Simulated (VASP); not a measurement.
# Ti (P6/mmm) in VASP: a series of runs

Runs on Ti. Level: r2SCAN. Tasks: single point.

Everything below comes from runs of VASP 6.6.1. Logs are shortened: lines on timing, memory, paths and dates and some standing lists are left out, and cuts for length are marked.

## 1. The cell of the first run

It takes space group P6/mmm (No. 191, hexagonal). Conventional cell: a = 4.675 Å, b = 4.675 Å, c = 2.866 Å, α = 90.00°, β = 90.00°, γ = 120.00°. Within 3.8 Å of Ti (site symmetry 6/mmm) lie 14 Ti at 2.87 to 3.06 Å. Ti (site symmetry -6m2) has 11 Ti at 2.70 to 3.06 Å within 3.6 Å.

This isn't the form of Ti at room conditions, which is hcp.

## 2. Single point, r2SCAN

Input file POSCAR:

```
Ti
1.0
    4.6754232413      0.0000000000      0.0000000000
   -2.3377116207      4.0490384946      0.0000000000
    0.0000000000      0.0000000000      2.8662377262
Ti
3
Direct
    0.0000000000      0.0000000000      0.0000000000
    0.3333333333      0.6666666667      0.5000000000
    0.6666666667      0.3333333333      0.5000000000
```

Input file INCAR.step1:

```
PREC = Accurate
ENCUT = 520
ISMEAR = -1
SIGMA = 0.1
LREAL = False
LASPH = True
NELM = 80
NBANDS = 25
GGA = PE
ALGO = Normal
EDIFF = 1E-4
LWAVE = True
LCHARG = False
```

Input file INCAR.step2:

```
PREC = Accurate
ENCUT = 520
EDIFF = 1E-7
ISMEAR = -1
SIGMA = 0.1
LREAL = False
LASPH = True
NELM = 80
ALGO = Normal
ISIF = 2
LWAVE = False
LCHARG = False
METAGGA = R2SCAN
LMIXTAU = True
NBANDS = 25
ISTART = 1
```

Input file KPOINTS:

```
regular mesh
0
Gamma
  9 9 12
```

Potentials or basis: VASP PAW PBE potentials, release 64 (Ti_sv).

Launch:

```sh
$ cat potpaw_PBE.64/Ti_sv/POTCAR > POTCAR
$ cp INCAR.step1 INCAR
$ mpirun -np 1 vasp_std > vasp.out
$ cp INCAR.step2 INCAR
$ mpirun -np 1 vasp_std > vasp.out
```

OUTCAR:

```text
PREC = Accurate
   ENCUT = 520
   EDIFF = 1E-7
   ISMEAR = -1
   LREAL = False
   LASPH = True
   NELM = 80
   ISIF = 2
   METAGGA = R2SCAN
   ISTART = 1

 ion  position               nearest neighbor table
   1  0.000  0.000  0.000-
   2  0.333  0.667  0.500-   3 2.70   3 2.70   3 2.70
   3  0.667  0.333  0.500-   2 2.70   2 2.70   2 2.70

  LATTYP: Found a hexagonal cell.
 ALAT       =     4.6754232413
 C/A-ratio  =     0.6130434783

  Lattice vectors:

 A1 = (   4.6754232413,   0.0000000000,   0.0000000000)
 A2 = (  -2.3377116207,   4.0490384946,   0.0000000000)
 A3 = (   0.0000000000,   0.0000000000,   2.8662377262)

Analysis of symmetry for initial positions (statically):
=====================================================================
 Subroutine PRICEL returns:
 Original cell was already a primitive cell.

 Routine SETGRP: Setting up the symmetry group for a
 hexagonal supercell.

 Subroutine GETGRP returns: Found 24 space group operations
 (whereof 24 operations were pure point group operations)
 out of a pool of 24 trial point group operations.

The static configuration has the point symmetry D_6h.

Analysis of symmetry for dynamics (positions and initial velocities):
=====================================================================
 Subroutine PRICEL returns:
 Original cell was already a primitive cell.

 Routine SETGRP: Setting up the symmetry group for a
 hexagonal supercell.

 Subroutine GETGRP returns: Found 24 space group operations
 (whereof 24 operations were pure point group operations)
 out of a pool of 24 trial point group operations.

The dynamic configuration has the point symmetry D_6h.

 Subroutine INISYM returns: Found 24 space group operations
 (whereof 24 operations are pure point group operations),
 and found     1 'primitive' translations

----------------------------------------------------------------------------------------

                                     Primitive cell

  volume of cell :      54.2607

  direct lattice vectors                    reciprocal lattice vectors
     4.675423241  0.000000000  0.000000000     0.213884380  0.123486107  0.000000000
    -2.337711621  4.049038495  0.000000000     0.000000000  0.246972214  0.000000000
     0.000000000  0.000000000  2.866237726     0.000000000  0.000000000  0.348889414

  length of vectors
     4.675423241  4.675426008  2.866237726     0.246972360  0.246972214  0.348889414

  position of ions in fractional coordinates (direct lattice)
     0.000000000  0.000000000  0.000000000
     0.333333333  0.666666667  0.500000000
     0.666666667  0.333333333  0.500000000

  ion indices of the primitive-cell ions
   primitive index   ion index
                 1           1
                 2           2
                 3           3

----------------------------------------------------------------------------------------

 KPOINTS: regular mesh

Automatic generation of k-mesh.
 Grid dimensions read from file:
 generate k-points for:    9    9   12

 Generating k-lattice:

  Cartesian coordinates                     Fractional coordinates (reciprocal lattice)
     0.023764931  0.013720679  0.000000000     0.111111111 -0.000000000  0.000000000
     0.000000000  0.027441357  0.000000000     0.000000000  0.111111111  0.000000000
     0.000000000  0.000000000  0.029074118     0.000000000  0.000000000  0.083333333

  Length of vectors
     0.027441373  0.027441357  0.029074118

  Shift w.r.t. Gamma in fractional coordinates (k-lattice)
     0.000000000  0.000000000  0.000000000

 Subroutine IBZKPT returns following result:
 ===========================================

 Found     84 irreducible k-points:

 Following reciprocal coordinates:
            Coordinates               Weight
  0.000000  0.000000  0.000000      1.000000
  0.111111 -0.000000  0.000000      6.000000
  0.222222 -0.000000  0.000000      6.000000
  0.333333 -0.000000  0.000000      6.000000
  0.444444 -0.000000  0.000000      6.000000
  0.111111  0.111111  0.000000      6.000000
[... 16 lines left out ...]
  0.333333  0.222222  0.083333     24.000000
  0.333333  0.333333  0.083333      4.000000
 [... further k-points ...]
   k-points           NKPTS =     84   k-points in BZ     NKDIM =     84   number of bands    NBANDS=     25
   number of dos      NEDOS =    301   number of ions     NIONS =      3
   total plane-waves  NPLWV =  31104
   dimension x,y,z NGX =    36 NGY =   36 NGZ =   24
   dimension x,y,z NGXF=    72 NGYF=   72 NGZF=   48
   ions per type =               3
   NGX,Y,Z   is equivalent  to a cutoff of  12.80, 12.80, 13.92 a.u.
   NGXF,Y,Z  is equivalent  to a cutoff of  25.60, 25.60, 27.84 a.u.
 SYSTEM =  unknown system
   PREC   = accura    normal or accurate (medium, high low for compatibility)
   ISTART =      1    job   : 0-new  1-cont  2-samecut
   ICHARG =      0    charge: 1-file 2-atom 10-const
   ISPIN  =      1    spin polarized calculation?
   LNONCOLLINEAR =      F non collinear calculations
   LSORBIT =      F    spin-orbit coupling
   LASPH  =      T    aspherical Exc in radial PAW
   ENCUT  =  520.0 eV  38.22 Ry    6.18 a.u.   8.69  8.69  5.33*2*pi/ulx,y,z
   NELM   =     80;   NELMIN=  2; NELMDL=  0     # of ELM steps
   EDIFF  = 0.1E-06   stopping-criterion for ELM
   LREAL  =      F    real-space projection
   EDIFFG = 0.1E-05   stopping-criterion for IOM
   NSW    =      0    number of steps for IOM
   IBRION =     -1    ionic relax: 0-MD 1-quasi-New 2-CG
   NFREE  =      0    steps in history (QN), initial steepest desc. (CG)
   ISIF   =      2    stress and relaxation
   ISYM   =      2    0-nonsym 1-usesym 2-fastsym
   POTIM  = 0.5000    time-step for ionic-motion
   TEBEG  =    0.0;   TEEND  =   0.0 temperature during run
   PSTRESS=    0.0 pullay stress
   NELECT =      36.0000    total number of electrons
   NUPDOWN=      -1.0000    fix difference up-down
   EMIN   =  10.00;   EMAX   =-10.00  energy-range for DOS
   EFERMI =   0.00;   METHOD = LEGACY
   ISMEAR =    -1;   SIGMA  =   0.10  broadening in eV -4-tet -1-fermi 0-gaus
   EFERMI_NEDOS =   21; number of points for ismear=-14 and -15
   IALGO  =     38    algorithm
   IMIX   =      4    mixing-type and parameters
     AMIX     =   0.40;   BMIX     =  1.00
     AMIX_MAG =   1.60;   BMIX_MAG =  1.00
  volume/ion in A,a.u.               =      18.09       122.06
  Fermi-wavevector in a.u.,A,eV,Ry     =   1.427844  2.698233 27.738707  2.038737
  Thomas-Fermi vector in A             =   2.547969
   LORBIT       =      0    0 simple, 1 ext, 2 COOP (PROOUT), +10 PAW based schemes
   METAGGA = R2SCAN    functional components
   LHFCALC =     F    Hartree Fock is set to
   AEXX    =    0.0000 exact exchange contribution
   IVDW    =     0    specifies the selected vdW correction
   LEPSILON=     F    determine dielectric tensor
   LRPA    =     F    only Hartree local field effects (RPA)
 non-spin polarized calculation
  energy-cutoff  :      520.00
  volume of cell :       54.26
 maximum number of plane-waves:      1486
 NGX is ok and might be reduce to    36
   NGX = 17   NGY = 17   NGZ = 11

 number of electron      36.0000007 magnetization

 Free energy of the ion-electron system (eV)
  ---------------------------------------------------
  ext. energy  EPLUGINS =         0.00000000
  ---------------------------------------------------
  free energy    TOTEN  =       -38.88181070 eV

  energy without entropy =      -38.78879499  energy(sigma->0) =      -38.83530284

 E-fermi :   7.8311     XC(G=0): -12.1907

 val. band max:        7.8105406929   @ k =   0.0000   0.0000   0.0000
 cond. band min:       7.8370495837   @ k =   0.3333   0.1111   0.0833
 fundamental gap:      0.0265088908
 Fermi energy:         7.8311078622

 k-point     1 :       0.0000    0.0000    0.0000
  band No.  band energies     occupation
      1     -51.5002      2.00000
      2     -51.2669      2.00000
      3     -51.1345      2.00000
      4     -26.7431      2.00000
      5     -26.7431      2.00000
      6     -26.6514      2.00000
[... 17 lines left out ...]
     24       9.7553      0.00000
     25       9.8808      0.00000

 k-point     2 :       0.1111   -0.0000    0.0000
  band No.  band energies     occupation
      1     -51.4990      2.00000
      2     -51.2644      2.00000
      3     -51.1384      2.00000
      4     -26.7747      2.00000
      5     -26.7664      2.00000
      6     -26.6192      2.00000
[... 17 lines left out ...]
     24       9.5682      0.00000
     25      10.1562      0.00000

 k-point     3 :       0.2222   -0.0000    0.0000
  band No.  band energies     occupation
      1     -51.4959      2.00000
      2     -51.2569      2.00000
      3     -51.1493      2.00000
      4     -26.8228      2.00000
      5     -26.7809      2.00000
      6     -26.5695      2.00000
[... 17 lines left out ...]
     24       9.5848      0.00000
     25      10.4504      0.00000

 k-point     4 :       0.3333   -0.0000    0.0000
  band No.  band energies     occupation
      1     -51.4926      2.00000
      2     -51.2449      2.00000
      3     -51.1649      2.00000
      4     -26.8609      2.00000
      5     -26.7625      2.00000
      6     -26.5295      2.00000
[... 17 lines left out ...]
     24       9.9706      0.00000
     25      10.5569      0.00000

 k-point     5 :       0.4444   -0.0000    0.0000
  band No.  band energies     occupation
      1     -51.4905      2.00000
      2     -51.2329      2.00000
      3     -51.1792      2.00000
      4     -26.8816      2.00000
      5     -26.7263      2.00000
      6     -26.5390      2.00000
[... 17 lines left out ...]
     24      10.1262      0.00000
     25      10.4073      0.00000

 k-point     6 :       0.1111    0.1111    0.0000
  band No.  band energies     occupation
      1     -51.4968      2.00000
      2     -51.2593      2.00000
      3     -51.1458      2.00000
      4     -26.7960      2.00000
      5     -26.7951      2.00000
      6     -26.5870      2.00000
[... 17 lines left out ...]
     24       9.4989      0.00000
     25      10.3931      0.00000
[... 393 lines left out ...]
 k-point    21 :       0.4444    0.1111    0.0833
  band No.  band energies     occupation
      1     -51.4868      2.00000
      2     -51.2245      2.00000
      3     -51.1817      2.00000
      4     -26.8584      2.00000
      5     -26.7222      2.00000
      6     -26.6057      2.00000
[... 17 lines left out ...]
     24       9.9472      0.00000
     25      10.5775      0.00000

 k-point    22 :       0.2222    0.2222    0.0833
  band No.  band energies     occupation
      1     -51.4879      2.00000
      2     -51.2337      2.00000
      3     -51.1712      2.00000
      4     -26.8047      2.00000
      5     -26.7973      2.00000
      6     -26.5982      2.00000
[... 17 lines left out ...]
     24      10.1090      0.00000
     25      10.2785      0.00000

 k-point    23 :       0.3333    0.2222    0.0833
  band No.  band energies     occupation
      1     -51.4865      2.00000
      2     -51.2195      2.00000
      3     -51.1869      2.00000
      4     -26.8119      2.00000
      5     -26.7523      2.00000
      6     -26.6552      2.00000
[... 17 lines left out ...]
     24       9.9403      0.00000
     25      10.4625      0.00000

 k-point    24 :       0.3333    0.3333    0.0833
  band No.  band energies     occupation
      1     -51.4861      2.00000
      2     -51.2035      2.00000
      3     -51.2035      2.00000
      4     -26.7583      2.00000
      5     -26.7582      2.00000
      6     -26.7180      2.00000
[... 17 lines left out ...]
     24       9.8098      0.00000
     25      10.7022      0.00000

 [... further k-points ...]
[... 5 lines left out ...]
  --------------------------------------------------------------------------------------
  -------------------------------------------------------------------------------------
  Total       -2.1781629     -2.1781663     -1.7613462      0.0000000      0.0000000     -0.0000000
  in kB      -64.3155361    -64.3156376    -52.0080143      0.0000000      0.0000000     -0.0000000
  external PRESSURE =     -60.2130627 kB  Pullay stress =       0.0000000 kB

 VOLUME and BASIS-vectors are now :
 -----------------------------------------------------------------------------
  energy-cutoff  :      520.00
  volume of cell :       54.26
      direct lattice vectors                 reciprocal lattice vectors
     4.675423241  0.000000000  0.000000000     0.213884380  0.123486107  0.000000000
    -2.337711621  4.049038495  0.000000000     0.000000000  0.246972214  0.000000000
     0.000000000  0.000000000  2.866237726     0.000000000  0.000000000  0.348889414

 POSITION                                       TOTAL-FORCE (eV/Angst)
 -----------------------------------------------------------------------------------
      0.00000      0.00000      0.00000        -0.000000     -0.000000     -0.000000
     -0.00000      2.69936      1.43312        -0.000000      0.000000      0.000000
      2.33771      1.34968      1.43312         0.000000      0.000000     -0.000000
 -----------------------------------------------------------------------------------
    total drift:                                0.000000      0.000000     -0.000000

  FREE ENERGIE OF THE ION-ELECTRON SYSTEM (eV)
  ---------------------------------------------------
  free  energy   TOTEN  =       -38.8818107000 eV

  energy  without entropy=      -38.7887949885  energy(sigma->0) =      -38.83530284
```

Run time: 2.8 min. Hardware: 1 thread of Intel Xeon 6975P-C (Granite Rapids), shared host; peak memory 0.23 GiB.

What came out:

```
Free energy            : -38.8818 eV
Pressure               : -6.0 GPa
Band gap on the k mesh : zero (bands 18 and 19 overlap by 0.17 eV)
```

Caveat: the cell stands under tension; the PAW data sets were made with another functional, which shifts forces and pressure a little.

(Part 1 of 2 ends here.)
